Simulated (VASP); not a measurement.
A run of VASP 6.6.1 is set up as follows.

The input POSCAR:

```
HgS3
1.0
    4.7254997115      0.0000000000      0.0000000000
    0.0000000000      4.7254997115      0.0000000000
    0.0000000000      0.0000000000      3.2994013713
Hg S
1 3
Direct
    0.0000000000      0.0000000000      0.0000000000
    0.0000000000      0.5000000000      0.5000000000
    0.5000000000      0.0000000000      0.5000000000
    0.5000000000      0.5000000000      0.0000000000
```

INCAR.step1

```
  PREC = Accurate
  ENCUT = 520
  ISMEAR = 0
  SIGMA = 0.1
  LREAL = False
  LASPH = True
  NELM = 100
  NBANDS = 23
  GGA = PE
  ALGO = Normal
  EDIFF = 1E-4
  LWAVE = True
  LCHARG = False
```

The input INCAR.step2:

```
  PREC = Accurate
  ENCUT = 520
  EDIFF = 1E-7
  ISMEAR = 0
  SIGMA = 0.1
  LREAL = False
  LASPH = True
  NELM = 100
  ALGO = Normal
  ISIF = 2
  LWAVE = False
  LCHARG = False
  METAGGA = R2SCAN
  LMIXTAU = True
  NBANDS = 23
  ISTART = 1
```

The input KPOINTS:

```
regular mesh
0
Gamma
  4 4 4
```

Potentials or basis: VASP PAW PBE potentials, release 64 (Hg, S).

Launch:

```bash
$ cat potpaw_PBE.64/Hg/POTCAR potpaw_PBE.64/S/POTCAR > POTCAR
$ cp INCAR.step1 INCAR
$ mpirun -np 1 vasp_std > vasp.out
$ cp INCAR.step2 INCAR
$ mpirun -np 1 vasp_std > vasp.out
```

(1) Estimate the band gap on the k mesh.

(2) What does it give for the pressure?

Results:

(1) zero (bands 15 and 16 overlap by 1.09 eV).

(2) 0.3 GPa.

Caveat: the k points lie up to 0.48 Å⁻¹ apart, too coarse for converged energies and pressures of a metal; the PAW data sets were made with another functional, which shifts forces and pressure a little; spin-orbit coupling is left out, which moves the levels of the heavy elements.
